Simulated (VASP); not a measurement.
# Br (Im-3m) in VASP: a series of runs

Br is run at these levels: PBE; tasks: single point, relaxation of cell and atoms.

Program: VASP 6.6.1. These are calculated values, not measurements. Logs are shortened: lines on timing, memory, paths and dates and some standing lists are left out, and cuts for length are marked.

**1. The cell of the first run**

It takes space group Im-3m (No. 229, cubic). Conventional cell: a = 3.763 Å, b = 3.763 Å, c = 3.763 Å, α = 90.00°, β = 90.00°, γ = 90.00°. Within 4.3 Å of Br (site symmetry m-3m) lie 14 Br at 3.26 to 3.76 Å.

**2. Single point, PBE**

INCAR reads:

```
SYSTEM = Br
  PREC = Accurate
  ENCUT = 500
  EDIFF = 1E-6
  ISMEAR = -1
  SIGMA = 0.02
  LREAL = .FALSE.
  LASPH = .TRUE.
  NELM = 120
  ALGO = Normal
  ISIF = 2
  LWAVE = .FALSE.
  LCHARG = .FALSE.
  GGA = PE
  NBANDS = 10
  GGA_COMPAT = .FALSE.
```

KPOINTS reads:

```
Automatic mesh
0
G
  15 15 15
  0 0 0
```

POSCAR reads:

```
Br
1.0
   -1.8812599942      1.8812599942      1.8812599942
    1.8812599942     -1.8812599942      1.8812599942
    1.8812599942      1.8812599942     -1.8812599942
Br
1
Direct
    0.0000000000      0.0000000000      0.0000000000
```

Potentials or basis: VASP PAW PBE potentials, release 64 (Br).

Command:

```bash
cat potpaw_PBE.64/Br/POTCAR > POTCAR
mpirun -np 1 vasp_std > vasp.out
```

OUTCAR:

```text
SYSTEM = Br
   PREC = Accurate
   ENCUT = 500
   EDIFF = 1E-6
   ISMEAR = -1
   LREAL = .FALSE.
   LASPH = .TRUE.
   NELM = 120
   ISIF = 2
   GGA = PE

 ion  position               nearest neighbor table
   1  0.000  0.000  0.000-

  LATTYP: Found a body centered cubic cell.
 ALAT       =     3.7625199884

  Lattice vectors:

 A1 = (  -1.8812599942,   1.8812599942,   1.8812599942)
 A2 = (   1.8812599942,  -1.8812599942,   1.8812599942)
 A3 = (   1.8812599942,   1.8812599942,  -1.8812599942)

Analysis of symmetry for initial positions (statically):
=====================================================================
 Subroutine PRICEL returns:
 Original cell was already a primitive cell.

 Routine SETGRP: Setting up the symmetry group for a
 body centered cubic supercell.

 Subroutine GETGRP returns: Found 48 space group operations
 (whereof 48 operations were pure point group operations)
 out of a pool of 48 trial point group operations.

The static configuration has the point symmetry O_h .

Analysis of symmetry for dynamics (positions and initial velocities):
=====================================================================
 Subroutine PRICEL returns:
 Original cell was already a primitive cell.

 Routine SETGRP: Setting up the symmetry group for a
 body centered cubic supercell.

 Subroutine GETGRP returns: Found 48 space group operations
 (whereof 48 operations were pure point group operations)
 out of a pool of 48 trial point group operations.

The dynamic configuration has the point symmetry O_h .

 Subroutine INISYM returns: Found 48 space group operations
 (whereof 48 operations are pure point group operations),
 and found     1 'primitive' translations

----------------------------------------------------------------------------------------

                                     Primitive cell

  volume of cell :      26.6322

  direct lattice vectors                    reciprocal lattice vectors
    -1.881259994  1.881259994  1.881259994     0.000000000  0.265779319  0.265779319
     1.881259994 -1.881259994  1.881259994     0.265779319  0.000000000  0.265779319
     1.881259994  1.881259994 -1.881259994     0.265779319  0.265779319  0.000000000

  length of vectors
     3.258437892  3.258437892  3.258437892     0.375868717  0.375868717  0.375868717

  position of ions in fractional coordinates (direct lattice)
     0.000000000  0.000000000  0.000000000
[... 78 lines left out ...]
   EDIFFG = 0.1E-04   stopping-criterion for IOM
   NSW    =      0    number of steps for IOM
   IBRION =     -1    ionic relax: 0-MD 1-quasi-New 2-CG
   NFREE  =      0    steps in history (QN), initial steepest desc. (CG)
   ISIF   =      2    stress and relaxation
   ISYM   =      2    0-nonsym 1-usesym 2-fastsym
   POTIM  = 0.5000    time-step for ionic-motion
   TEBEG  =    0.0;   TEEND  =   0.0 temperature during run
   PSTRESS=    0.0 pullay stress
   NELECT =       7.0000    total number of electrons
   NUPDOWN=      -1.0000    fix difference up-down
   EMIN   =  10.00;   EMAX   =-10.00  energy-range for DOS
   EFERMI =   0.00;   METHOD = LEGACY
   ISMEAR =    -1;   SIGMA  =   0.02  broadening in eV -4-tet -1-fermi 0-gaus
   EFERMI_NEDOS =   21; number of points for ismear=-14 and -15
   IALGO  =     38    algorithm
   IMIX   =      4    mixing-type and parameters
     AMIX     =   0.40;   BMIX     =  1.00
     AMIX_MAG =   1.60;   BMIX_MAG =  1.00
  volume/ion in A,a.u.               =      26.63       179.72
  Fermi-wavevector in a.u.,A,eV,Ry     =   1.048670  1.981698 14.962436  1.099708
  Thomas-Fermi vector in A             =   2.183601
   LORBIT       =      0    0 simple, 1 ext, 2 COOP (PROOUT), +10 PAW based schemes
   GGA     = PE    functional components
   LHFCALC =     F    Hartree Fock is set to
   AEXX    =    0.0000 exact exchange contribution
   IVDW    =     0    specifies the selected vdW correction
   LEPSILON=     F    determine dielectric tensor
   LRPA    =     F    only Hartree local field effects (RPA)
 non-spin polarized calculation
  energy-cutoff  :      500.00
  volume of cell :       26.63
 maximum number of plane-waves:       688
   NGX = 11   NGY = 11   NGZ = 11

 number of electron       6.9999998 magnetization

 Free energy of the ion-electron system (eV)
  ---------------------------------------------------
  ext. energy  EPLUGINS =         0.00000000
  ---------------------------------------------------
  free energy    TOTEN  =        -1.01178624 eV

  energy without entropy =       -1.00834080  energy(sigma->0) =       -1.01006352

 E-fermi :   1.5708     XC(G=0):  -9.2566

 val. band max:        1.5675864899   @ k =   0.3333   0.2000   0.0000
 cond. band min:       1.5713932057   @ k =  -0.3333  -0.4667   0.0667
 fundamental gap:      0.0038067157
 Fermi energy:         1.5707770958

 k-point     1 :       0.0000    0.0000    0.0000
  band No.  band energies     occupation
      1     -13.7739      2.00000
      2       2.2782      0.00000
      3       2.2782      0.00000
      4       2.2782      0.00000
      5       9.3677      0.00000
      6      14.2330      0.00000
      7      14.2330      0.00000
      8      14.2330      0.00000
      9      16.8741      0.00000
     10      16.8741      0.00000
[... 287 lines left out ...]
 k-point    24 :       0.4000    0.2000   -0.0000
  band No.  band energies     occupation
      1     -12.2361      2.00000
      2      -2.4528      2.00000
      3      -0.4258      2.00000
      4       1.5477      1.52056
      5      10.4848      0.00000
      6      12.3222      0.00000
      7      15.1931      0.00000
      8      16.9179      0.00000
      9      19.8333      0.00000
     10      22.2887      0.00000

 [... further k-points ...]

------------------------ aborting loop because EDIFF is reached ----------------------------------------

  FORCE on cell =-STRESS in cart. coord.  units (eV):
  Direction    XX          YY          ZZ          XY          YZ          ZX
  --------------------------------------------------------------------------------------
  -------------------------------------------------------------------------------------
  Total        0.0020759      0.0020759      0.0020759      0.0000000      0.0000000     -0.0000000
  in kB        0.1248830      0.1248830      0.1248830      0.0000000      0.0000000     -0.0000000
  external PRESSURE =       0.1248830 kB  Pullay stress =       0.0000000 kB

 VOLUME and BASIS-vectors are now :
 -----------------------------------------------------------------------------
  energy-cutoff  :      500.00
  volume of cell :       26.63
      direct lattice vectors                 reciprocal lattice vectors
    -1.881259994  1.881259994  1.881259994     0.000000000  0.265779319  0.265779319
     1.881259994 -1.881259994  1.881259994     0.265779319  0.000000000  0.265779319
     1.881259994  1.881259994 -1.881259994     0.265779319  0.265779319  0.000000000

 POSITION                                       TOTAL-FORCE (eV/Angst)
 -----------------------------------------------------------------------------------
      0.00000      0.00000      0.00000         0.000000      0.000000     -0.000000
 -----------------------------------------------------------------------------------
    total drift:                                0.000000     -0.000000      0.000000

  FREE ENERGIE OF THE ION-ELECTRON SYSTEM (eV)
  ---------------------------------------------------
  free  energy   TOTEN  =        -1.0117862353 eV

  energy  without entropy=       -1.0083407979  energy(sigma->0) =       -1.01006352
```

OSZICAR:

```text
N       E                     dE             d eps       ncg     rms          rms(c)
DAV:   1     0.199147707871E+02    0.19915E+02   -0.28422E+03  2416   0.523E+02
DAV:   2    -0.264203771137E+00   -0.20179E+02   -0.19775E+02  3128   0.950E+01
DAV:   3    -0.100852502373E+01   -0.74432E+00   -0.70654E+00  2890   0.165E+01
DAV:   4    -0.101084963647E+01   -0.23246E-02   -0.23240E-02  2856   0.113E+00
DAV:   5    -0.101085524204E+01   -0.56056E-05   -0.56056E-05  2850   0.543E-02    0.354E+00
DAV:   6    -0.101114299524E+01   -0.28775E-03   -0.13174E-03  2772   0.200E-01    0.217E+00
DAV:   7    -0.101180108135E+01   -0.65809E-03   -0.21982E-03  2738   0.272E-01    0.579E-02
DAV:   8    -0.101178421065E+01    0.16871E-04   -0.11886E-04  2692   0.529E-02    0.796E-03
DAV:   9    -0.101178571447E+01   -0.15038E-05   -0.26298E-06  2772   0.112E-02    0.359E-03
DAV:  10    -0.101178623526E+01   -0.52080E-06   -0.67450E-07  2000   0.551E-03
   1 F= -.10117862E+01 E0= -.10100635E+01  d E =-.344544E-02
```

stdout:

```text
POSCAR found type information on POSCAR Br
 POSCAR found :  1 types and       1 ions
 scaLAPACK will be used
 LDA part: xc-table for (Slater+PW92), standard interpolation
 POSCAR, INCAR and KPOINTS ok, starting setup
 FFT: planning ... GRIDC
 FFT: planning ... GRID_SOFT
 FFT: planning ... GRID
 WAVECAR not read
 entering main loop
```

Run time: 12 s. Hardware: 1 thread of Intel Xeon 6975P-C (Granite Rapids), shared host; peak memory 0.15 GiB.

What came out:

| Item | Value |
| --- | --- |
| Free energy | -1.0118 eV |
| Pressure | 0.0 GPa |
| Band gap on the k mesh | zero (an odd number of electrons rules out a gap without spin polarisation) |

Levels at points of the mesh, in eV from the Fermi level:
```tsv
k point	band 2	band 3	band 4	band 5	band 6	band 7
(0.00, 0.00, 0.00)	0.71	0.71	0.71	7.80	12.66	12.66
```

Caveat: an odd number of electrons without spin polarisation forces a metal; a magnetic or distorted state may lie lower.

**3. Relaxation of cell and atoms, PBE**

This run uses another cell than the first one, of 26.16 Å³/atom.

INCAR reads:

```
SYSTEM = Br
PREC = Accurate
ENCUT = 500
EDIFF = 1E-7
ISMEAR = -1
SIGMA = 0.02
LREAL = .False.
LASPH = .True.
NELM = 120
ALGO = Normal
ISIF = 3
LWAVE = .False.
LCHARG = .False.
GGA = PE
IBRION = 2
NSW = 80
EDIFFG = -0.03
GGA_COMPAT = .False.
NELMIN = 4
```

KPOINTS reads:

```
regular mesh
0
Gamma
  15 15 15
  0 0 0
```

POSCAR reads:

```
Br
1.0
   -1.8700000000      1.8700000000      1.8700000000
    1.8700000000     -1.8700000000      1.8700000000
    1.8700000000      1.8700000000     -1.8700000000
Br
1
Direct
    0.0000000000      0.0000000000      0.0000000000
```

Potentials or basis: VASP PAW PBE potentials, release 64 (Br).

Command:

```bash
cat potpaw_PBE.64/Br/POTCAR > POTCAR
mpirun -np 1 vasp_std > vasp.out
```

Wall time 16 s (1 thread of Intel Xeon 6975P-C (Granite Rapids), shared host); peak memory 0.14 GiB.

It converged, with:

| Item | Value |
| --- | --- |
| Free energy | -1.0117 eV |
| Relaxed volume | 26.50 Å³/atom |
| Relaxed cell | a = 3.253 Å, b = 3.253 Å, c = 3.253 Å, α = 109.47°, β = 109.47°, γ = 109.47° |
| Space group after relaxing (to 0.1 Å) | Im-3m (No. 229) |
| Energy gained by relaxing | 0.7 meV/atom |
| Ionic steps | 2 |
| Pressure after relaxing | 0.2 GPa |
| Band gap on the k mesh | zero (an odd number of electrons rules out a gap without spin polarisation) |

Step by step:
```tsv
step	energy change (eV)	largest force (eV/Å)	pressure (GPa)	volume (Å³)
1	0.0000	0.0000	0.55	26.16
2	-0.0007	0.0000	0.15	26.50
```

Final structure:
```
CELL_PARAMETERS angstrom
-1.87805 1.87805 1.87805
1.87805 -1.87805 1.87805
1.87805 1.87805 -1.87805
ATOMIC_POSITIONS crystal
Br 0.00000 0.00000 0.00000
```

Levels at points of the mesh, in eV from the Fermi level:
| k point | band 1 | band 2 | band 3 | band 4 | band 5 | band 6 | band 7 |
| --- | --- | --- | --- | --- | --- | --- | --- |
| (0.00, 0.00, 0.00) | -15.38 | 0.71 | 0.71 | 0.71 | 7.82 | 12.66 | 12.66 |

Caveat: an odd number of electrons without spin polarisation forces a metal; a magnetic or distorted state may lie lower.
